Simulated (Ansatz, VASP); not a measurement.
AlN: VASP beside Ansatz

```
Al N
1.0
     0.00000    2.17105    2.17105
     2.17105    0.00000    2.17105
     2.17105    2.17105    0.00000
Al N
1 1
Direct
  0.00000 0.00000 0.00000
  0.25000 0.25000 0.25000
```

Alike in both runs: functional LDA; k mesh 10 × 10 × 10; occupations gaussian, width 0.02 eV; no spin polarisation.

Ansatz relaxed the structure, and its values are those at the end. VASP's run is a single point on that final structure, the one shown.

|  | VASP | Ansatz |
| --- | --- | --- |
| version | VASP 6.6.1 | Ansatz 0.2.0 |
| potentials or method | VASP PAW LDA potentials, release 64 (Al, N), cutoff 600 eV | scalar-relativistic, plane waves, PAW |
| valence electrons in the cell | 8 | 8 |

Ansatz gave:

| Item | Value |
| --- | --- |
| gap on the k mesh at the Fermi level (eV) | 3.25 |
| least direct gap on the mesh (eV) | 4.39 |
| pressure (GPa) | 0.0 |

**Question.** Which values does VASP return?

**Answer.** gap on the k mesh at the Fermi level (eV): 3.23; least direct gap on the mesh (eV): 4.39; pressure (GPa): 0.6.

Ansatz warns that its potentials were made for another functional, while VASP's fit it. LDA's correlation is that of Perdew and Zunger in VASP and of Perdew and Wang (1992) in Ansatz.
